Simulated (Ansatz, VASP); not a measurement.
## Two plane-wave programs on MgO

File INCAR:

```
SYSTEM = MgO
ALGO     = Normal         ! electronic algorithm
EDIFF    = 1E-6           ! SCF threshold, eV
ENCUT    = 520            ! plane-wave cutoff, eV
GGA      = PS             ! functional
ISIF     = 2              ! what is computed and relaxed
ISMEAR   = 0              ! smearing method
LASPH    = .TRUE.         ! aspherical terms in the spheres
LCHARG   = .FALSE.        ! write CHGCAR
LREAL    = .FALSE.        ! projectors in reciprocal space
LWAVE    = .FALSE.        ! write WAVECAR
NBANDS   = 11             ! bands
NELM     = 80             ! most SCF steps
PREC     = Accurate       ! precision mode
SIGMA    = 0.05           ! smearing width, eV
```

Contents of KPOINTS:

```
k-points
0
G
  10 10 10
  0 0 0
```

File POSCAR:

```
MgO
1.0
    0.0000000000      2.1351500000      2.1351500000
    2.1351500000      0.0000000000      2.1351500000
    2.1351500000      2.1351500000      0.0000000000
Mg O
1 1
Direct
    0.0000000000      0.0000000000      0.0000000000
    0.4297473245      0.4297473245      0.4709003890
```

Input for Ansatz:

```yaml
crystal:
  lattice:
    - [0.0, 2.13515, 2.13515]
    - [2.13515, 0.0, 2.13515]
    - [2.13515, 2.13515, 0.0]
  atoms:
    - { symbol: Mg, position: [0.0, 0.0, 0.0] }
    - { symbol: O, position: [0.4297473245, 0.4297473245, 0.470900389] }
basis:
  ecutwfc: 420
kpoints:
  mp_grid: { grid: [10, 10, 10] }
hamiltonian:
  xc: pbesol
scf:
  occupations: { method: gaussian, width: 0.05 }
output:
  forces: true
  stress: true
  eigenvalues: true
```

Alike in both runs: task single point; functional PBEsol; k mesh 10 × 10 × 10; occupations gaussian, width 0.05 eV; no spin polarisation.

|  | VASP | Ansatz |
| --- | --- | --- |
| version | VASP 6.6.1 | Ansatz 0.2.0 |
| potentials or method | VASP PAW PBE potentials, release 64 (Mg, O), cutoff 520 eV | scalar-relativistic, plane waves, PAW |
| valence electrons in the cell | 8 | 16 |

VASP gave:

| Item | Value |
| --- | --- |
| gap on the k mesh at the Fermi level (eV) | 4.10 |
| least direct gap on the mesh (eV) | 4.10 |
| pressure (GPa) | 8.1 |
| traceless stress, the component that is largest in VASP (GPa) | 9.76 |
| rms of the force components (eV/Å) | 1.144 |

Q: Which values does Ansatz return?

A: gap on the k mesh at the Fermi level (eV): 4.10; least direct gap on the mesh (eV): 4.10; pressure (GPa): 8.4; traceless stress, the component that is largest in VASP (GPa): 9.57; rms of the force components (eV/Å): 1.128.

VASP's potentials were made for PBE, not for PBEsol. Atom by atom the forces differ by 0.016 eV/Å (rms over components). VASP's potentials hold 8 valence electrons a cell and Ansatz's 16, so a difference there can come from the potentials and not from the codes.
